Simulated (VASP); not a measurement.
# Pt (Fm-3m) in VASP: a series of runs

Pt is run at these levels: PBEsol; tasks: single point, relaxation of cell and atoms.

Program: VASP 6.6.1. These are calculated values, not measurements. Logs are shortened: lines on timing, memory, paths and dates and some standing lists are left out, and cuts for length are marked.

### Step 1. The cell of the first run

The structure is cubic, space group Fm-3m (No. 225). The conventional cell has a = 3.919 Å, b = 3.919 Å, c = 3.919 Å, α = 90.00°, β = 90.00°, γ = 90.00°. Pt (site symmetry m-3m) has 12 Pt at 2.77 Å within 3.7 Å.

### Step 2. Single point, PBEsol

INCAR reads:

```
  ALGO = Normal
  EDIFF = 1E-6
  ENCUT = 520
  GGA = PS
  ISIF = 2
  ISMEAR = -1
  LASPH = T
  LCHARG = F
  LREAL = F
  LWAVE = F
  NBANDS = 11
  NELM = 60
  PREC = Accurate
  SIGMA = 0.1
```

KPOINTS reads:

```
k-points
0
Gamma
  14 14 14
```

POSCAR reads:

```
Pt
1.0
    0.0000000000      1.9597086662      1.9597086662
    1.9597086662      0.0000000000      1.9597086662
    1.9597086662      1.9597086662      0.0000000000
Pt
1
Direct
    0.0000000000      0.0000000000      0.0000000000
```

Potentials or basis: VASP PAW PBE potentials, release 64 (Pt).

Launch:

```bash
> cat potpaw_PBE.64/Pt/POTCAR > POTCAR
> mpirun -np 1 vasp_std > vasp.out
```

OUTCAR:

```text
EDIFF = 1E-6
   ENCUT = 520
   GGA = PS
   ISIF = 2
   ISMEAR = -1
   LASPH = T
   LREAL = F
   NELM = 60
   PREC = Accurate

 ion  position               nearest neighbor table
   1  0.000  0.000  0.000-

  LATTYP: Found a face centered cubic cell.
 ALAT       =     3.9194173324

  Lattice vectors:

 A1 = (   0.0000000000,   1.9597086662,   1.9597086662)
 A2 = (   1.9597086662,   0.0000000000,   1.9597086662)
 A3 = (   1.9597086662,   1.9597086662,   0.0000000000)

Analysis of symmetry for initial positions (statically):
=====================================================================
 Subroutine PRICEL returns:
 Original cell was already a primitive cell.

 Routine SETGRP: Setting up the symmetry group for a
 face centered cubic supercell.

 Subroutine GETGRP returns: Found 48 space group operations
 (whereof 48 operations were pure point group operations)
 out of a pool of 48 trial point group operations.

The static configuration has the point symmetry O_h .

Analysis of symmetry for dynamics (positions and initial velocities):
=====================================================================
 Subroutine PRICEL returns:
 Original cell was already a primitive cell.

 Routine SETGRP: Setting up the symmetry group for a
 face centered cubic supercell.

 Subroutine GETGRP returns: Found 48 space group operations
 (whereof 48 operations were pure point group operations)
 out of a pool of 48 trial point group operations.

The dynamic configuration has the point symmetry O_h .

 Subroutine INISYM returns: Found 48 space group operations
 (whereof 48 operations are pure point group operations),
 and found     1 'primitive' translations

----------------------------------------------------------------------------------------

                                     Primitive cell

  volume of cell :      15.0524

  direct lattice vectors                    reciprocal lattice vectors
     0.000000000  1.959708666  1.959708666    -0.255139965  0.255139965  0.255139965
     1.959708666  0.000000000  1.959708666     0.255139965 -0.255139965  0.255139965
     1.959708666  1.959708666  0.000000000     0.255139965  0.255139965 -0.255139965

  length of vectors
     2.771446574  2.771446574  2.771446574     0.441915382  0.441915382  0.441915382

  position of ions in fractional coordinates (direct lattice)
     0.000000000  0.000000000  0.000000000

  ion indices of the primitive-cell ions
   primitive index   ion index
                 1           1

----------------------------------------------------------------------------------------

 KPOINTS: k-points

Automatic generation of k-mesh.
 Grid dimensions read from file:
 generate k-points for:   14   14   14

 Generating k-lattice:

  Cartesian coordinates                     Fractional coordinates (reciprocal lattice)
    -0.018224283  0.018224283  0.018224283     0.071428571  0.000000000  0.000000000
     0.018224283 -0.018224283  0.018224283     0.000000000  0.071428571  0.000000000
     0.018224283  0.018224283 -0.018224283     0.000000000  0.000000000  0.071428571

  Length of vectors
     0.031565384  0.031565384  0.031565384

  Shift w.r.t. Gamma in fractional coordinates (k-lattice)
     0.000000000  0.000000000  0.000000000

 Subroutine IBZKPT returns following result:
 ===========================================

 Found    104 irreducible k-points:

 Following reciprocal coordinates:
            Coordinates               Weight
  0.000000  0.000000  0.000000      1.000000
  0.071429  0.000000  0.000000      8.000000
  0.142857  0.000000  0.000000      8.000000
  0.214286  0.000000  0.000000      8.000000
  0.285714  0.000000  0.000000      8.000000
  0.357143  0.000000  0.000000      8.000000
[... 16 lines left out ...]
  0.214286  0.142857  0.000000     24.000000
  0.285714  0.142857  0.000000     24.000000
 [... further k-points ...]
   k-points           NKPTS =    104   k-points in BZ     NKDIM =    104   number of bands    NBANDS=     11
   number of dos      NEDOS =    301   number of ions     NIONS =      1
   total plane-waves  NPLWV =  13824
   dimension x,y,z NGX =    24 NGY =   24 NGZ =   24
   dimension x,y,z NGXF=    48 NGYF=   48 NGZF=   48
   ions per type =               1
   NGX,Y,Z   is equivalent  to a cutoff of  14.40, 14.40, 14.40 a.u.
   NGXF,Y,Z  is equivalent  to a cutoff of  28.79, 28.79, 28.79 a.u.
 SYSTEM =  unknown system
   PREC   = accura    normal or accurate (medium, high low for compatibility)
   ISTART =      0    job   : 0-new  1-cont  2-samecut
   ICHARG =      2    charge: 1-file 2-atom 10-const
   ISPIN  =      1    spin polarized calculation?
   LNONCOLLINEAR =      F non collinear calculations
   LSORBIT =      F    spin-orbit coupling
   LASPH  =      T    aspherical Exc in radial PAW
   ENCUT  =  520.0 eV  38.22 Ry    6.18 a.u.   5.15  5.15  5.15*2*pi/ulx,y,z
   NELM   =     60;   NELMIN=  2; NELMDL= -5     # of ELM steps
   EDIFF  = 0.1E-05   stopping-criterion for ELM
   LREAL  =      F    real-space projection
   EDIFFG = 0.1E-04   stopping-criterion for IOM
   NSW    =      0    number of steps for IOM
   IBRION =     -1    ionic relax: 0-MD 1-quasi-New 2-CG
   NFREE  =      0    steps in history (QN), initial steepest desc. (CG)
   ISIF   =      2    stress and relaxation
   ISYM   =      2    0-nonsym 1-usesym 2-fastsym
   POTIM  = 0.5000    time-step for ionic-motion
   TEBEG  =    0.0;   TEEND  =   0.0 temperature during run
   PSTRESS=    0.0 pullay stress
   NELECT =      10.0000    total number of electrons
   NUPDOWN=      -1.0000    fix difference up-down
   EMIN   =  10.00;   EMAX   =-10.00  energy-range for DOS
   EFERMI =   0.00;   METHOD = LEGACY
   ISMEAR =    -1;   SIGMA  =   0.10  broadening in eV -4-tet -1-fermi 0-gaus
   EFERMI_NEDOS =   21; number of points for ismear=-14 and -15
   IALGO  =     38    algorithm
   IMIX   =      4    mixing-type and parameters
     AMIX     =   0.40;   BMIX     =  1.00
     AMIX_MAG =   1.60;   BMIX_MAG =  1.00
  volume/ion in A,a.u.               =      15.05       101.58
  Fermi-wavevector in a.u.,A,eV,Ry     =   1.428477  2.699431 27.763330  2.040547
  Thomas-Fermi vector in A             =   2.548535
   LORBIT       =      0    0 simple, 1 ext, 2 COOP (PROOUT), +10 PAW based schemes
   GGA     = PS    functional components
   LHFCALC =     F    Hartree Fock is set to
   AEXX    =    0.0000 exact exchange contribution
   IVDW    =     0    specifies the selected vdW correction
   LEPSILON=     F    determine dielectric tensor
   LRPA    =     F    only Hartree local field effects (RPA)
 non-spin polarized calculation
  energy-cutoff  :      520.00
  volume of cell :       15.05
 maximum number of plane-waves:       420
 NGX is ok and might be reduce to    24
   NGX = 11   NGY = 11   NGZ = 11

 number of electron      10.0000000 magnetization

 Free energy of the ion-electron system (eV)
  ---------------------------------------------------
  ext. energy  EPLUGINS =         0.00000000
  ---------------------------------------------------
  free energy    TOTEN  =        -6.99805407 eV

  energy without entropy =       -6.94626496  energy(sigma->0) =       -6.97215952

 E-fermi :  11.1385     XC(G=0): -13.6390

 val. band max:       11.1099803957   @ k =   0.5000   0.3571   0.0714
 cond. band min:      11.1400944083   @ k =   0.4286   0.1429   0.0000
 fundamental gap:      0.0301140126
 Fermi energy:        11.1384934363

 k-point     1 :       0.0000    0.0000    0.0000
  band No.  band energies     occupation
      1       0.8154      2.00000
      2       7.3178      2.00000
      3       7.3178      2.00000
      4       7.3178      2.00000
      5       9.5040      2.00000
      6       9.5040      2.00000
      7      25.7514      0.00000
      8      30.7201      0.00000
      9      30.7201      0.00000
     10      30.7201      0.00000
     11      36.0247      0.00000

 k-point     2 :       0.0714    0.0000    0.0000
  band No.  band energies     occupation
      1       1.0207      2.00000
      2       7.2261      2.00000
      3       7.3990      2.00000
      4       7.3990      2.00000
      5       9.4588      2.00000
      6       9.4588      2.00000
      7      26.0707      0.00000
      8      29.6821      0.00000
      9      31.0365      0.00000
     10      31.0365      0.00000
     11      37.1420      0.00000

 k-point     3 :       0.1429    0.0000    0.0000
  band No.  band energies     occupation
      1       1.6046      2.00000
      2       7.0168      2.00000
      3       7.5883      2.00000
      4       7.5883      2.00000
      5       9.3914      2.00000
      6       9.3914      2.00000
      7      26.8710      0.00000
      8      27.7327      0.00000
      9      31.9361      0.00000
     10      31.9361      0.00000
     11      36.8308      0.00000

 k-point     4 :       0.2143    0.0000    0.0000
  band No.  band energies     occupation
      1       2.4424      2.00000
      2       6.8859      2.00000
      3       7.7120      2.00000
      4       7.7120      2.00000
      5       9.5008      2.00000
      6       9.5008      2.00000
      7      25.5664      0.00000
      8      27.5463      0.00000
      9      33.2270      0.00000
     10      33.2270      0.00000
     11      34.8700      0.00000
[... 239 lines left out ...]
 k-point    22 :       0.1429    0.1429    0.0000
  band No.  band energies     occupation
      1       1.8751      2.00000
      2       6.6589      2.00000
      3       7.8811      2.00000
      4       7.8811      2.00000
      5       8.7810      2.00000
      6       9.7852      2.00000
      7      27.3887      0.00000
      8      29.0687      0.00000
      9      30.5802      0.00000
     10      30.5802      0.00000
     11      38.4279      0.00000

 k-point    23 :       0.2143    0.1429    0.0000
  band No.  band energies     occupation
      1       2.5270      2.00000
      2       6.3822      2.00000
      3       8.0025      2.00000
      4       8.1447      2.00000
      5       8.7246      2.00000
      6       9.9482      1.99999
      7      27.6276      0.00000
      8      28.2465      0.00000
      9      30.3499      0.00000
     10      31.0511      0.00000
     11      35.8827      0.00000

 k-point    24 :       0.2857    0.1429    0.0000
  band No.  band energies     occupation
      1       3.3599      2.00000
      2       6.2391      2.00000
      3       7.6684      2.00000
      4       8.2509      2.00000
      5       9.3816      2.00000
      6      10.2758      1.99964
      7      25.3365      0.00000
      8      28.4536      0.00000
      9      30.0169      0.00000
     10      31.3809      0.00000
     11      35.3828      0.00000

 [... further k-points ...]
[... 5 lines left out ...]
  --------------------------------------------------------------------------------------
  -------------------------------------------------------------------------------------
  Total       -0.0398976     -0.0398976     -0.0398976     -0.0000000      0.0000000     -0.0000000
  in kB       -4.2467109     -4.2467109     -4.2467109     -0.0000000      0.0000000     -0.0000000
  external PRESSURE =      -4.2467109 kB  Pullay stress =       0.0000000 kB

 VOLUME and BASIS-vectors are now :
 -----------------------------------------------------------------------------
  energy-cutoff  :      520.00
  volume of cell :       15.05
      direct lattice vectors                 reciprocal lattice vectors
     0.000000000  1.959708666  1.959708666    -0.255139965  0.255139965  0.255139965
     1.959708666  0.000000000  1.959708666     0.255139965 -0.255139965  0.255139965
     1.959708666  1.959708666  0.000000000     0.255139965  0.255139965 -0.255139965

 POSITION                                       TOTAL-FORCE (eV/Angst)
 -----------------------------------------------------------------------------------
      0.00000      0.00000      0.00000         0.000000     -0.000000     -0.000000
 -----------------------------------------------------------------------------------
    total drift:                               -0.000000      0.000000      0.000000

  FREE ENERGIE OF THE ION-ELECTRON SYSTEM (eV)
  ---------------------------------------------------
  free  energy   TOTEN  =        -6.9980540740 eV

  energy  without entropy=       -6.9462649586  energy(sigma->0) =       -6.97215952
```

Run time: 7.9 s. Hardware: 1 thread of Intel Xeon 6975P-C (Granite Rapids), shared host; peak memory 0.15 GiB.

What came out:

| Item | Value |
| --- | --- |
| Free energy | -6.9981 eV |
| Pressure | -0.4 GPa |
| Band gap on the k mesh | zero (band 5 reaches 11.63 eV, above the bottom of band 6 at 9.39 eV) |

Caveat: the PAW data sets were made with another functional, which shifts forces and pressure a little; spin-orbit coupling is left out, which moves the levels of the heavy elements.

### Step 3. Relaxation of cell and atoms, PBEsol

This run uses another cell than the first one, of 15.09 Å³/atom, 1.003 times its volume.

INCAR reads:

```
SYSTEM = Pt
PREC     = Accurate       ! precision mode
ENCUT    = 600            ! plane-wave cutoff, eV
EDIFF    = 1E-6           ! SCF threshold, eV
ISMEAR   = -1             ! smearing method
SIGMA    = 0.1            ! smearing width, eV
LREAL    = .False.        ! projectors in reciprocal space
LASPH    = .True.         ! aspherical terms in the spheres
NELM     = 100            ! most SCF steps
ALGO     = Normal         ! electronic algorithm
ISIF     = 3              ! what is computed and relaxed
LWAVE    = .False.        ! write WAVECAR
LCHARG   = .False.        ! write CHGCAR
GGA      = PS             ! functional
IBRION   = 2              ! ionic algorithm
NSW      = 80             ! ionic steps
EDIFFG   = -0.01          ! ionic threshold
```

KPOINTS reads:

```
regular mesh
0
Gamma
  14 14 14
  0 0 0
```

POSCAR reads:

```
Pt
1.0
    0.0000000000      1.9615500000      1.9615500000
    1.9615500000      0.0000000000      1.9615500000
    1.9615500000      1.9615500000      0.0000000000
Pt
1
Direct
    0.0000000000      0.0000000000      0.0000000000
```

Potentials or basis: VASP PAW PBE potentials, release 64 (Pt).

Launch:

```bash
> cat potpaw_PBE.64/Pt/POTCAR > POTCAR
> mpirun -np 1 vasp_std > vasp.out
```

Run time: 14 s. Hardware: 1 thread of Intel Xeon 6975P-C (Granite Rapids), shared host; peak memory 0.16 GiB.

It converged, with:

| Property | Result |
| --- | --- |
| Free energy | -6.9981 eV |
| Relaxed volume | 15.03 Å³/atom |
| Relaxed cell | a = 2.770 Å, b = 2.770 Å, c = 2.770 Å, α = 60.00°, β = 60.00°, γ = 60.00° |
| Space group after relaxing (to 0.05 Å) | Fm-3m (No. 225) |
| Energy gained by relaxing | 0.2 meV/atom |
| Ionic steps | 3 |
| Pressure after relaxing | 0.0 GPa |
| Band gap on the k mesh | zero (band 5 reaches 11.66 eV, above the bottom of band 6 at 9.41 eV) |

The path:
| step | energy change (eV) | largest force (eV/Å) | pressure (GPa) | volume (Å³) |
| --- | --- | --- | --- | --- |
| 1 | 0.0000 | 0.0000 | -1.13 | 15.09 |
| 2 | 0.0016 | 0.0000 | 3.42 | 14.86 |
| 3 | -0.0002 | 0.0000 | 0.01 | 15.03 |

Final structure:
```
Pt
1.0
     0.00000    1.95894    1.95894
     1.95894    0.00000    1.95894
     1.95894    1.95894    0.00000
Pt
1
Direct
  0.00000 0.00000 0.00000
```

Levels at points of the mesh, in eV from the Fermi level:
```
           k point  band 1  band 2  band 3  band 4  band 5  band 6  band 7  band 8  band 9
(0.00, 0.00, 0.00)  -10.34   -3.83   -3.83   -3.83   -1.64   -1.64   14.61   19.59   19.59
(0.50, 0.00, 0.00)   -7.41   -3.89   -3.89   -0.57    0.04    0.04    5.82   14.16   18.96
(0.50, 0.50, 0.00)   -7.15   -6.68    0.02    0.49    0.49    1.70    8.86   11.34   11.34
```

Caveat: the PAW data sets were made with another functional, which shifts forces and pressure a little; spin-orbit coupling is left out, which moves the levels of the heavy elements.
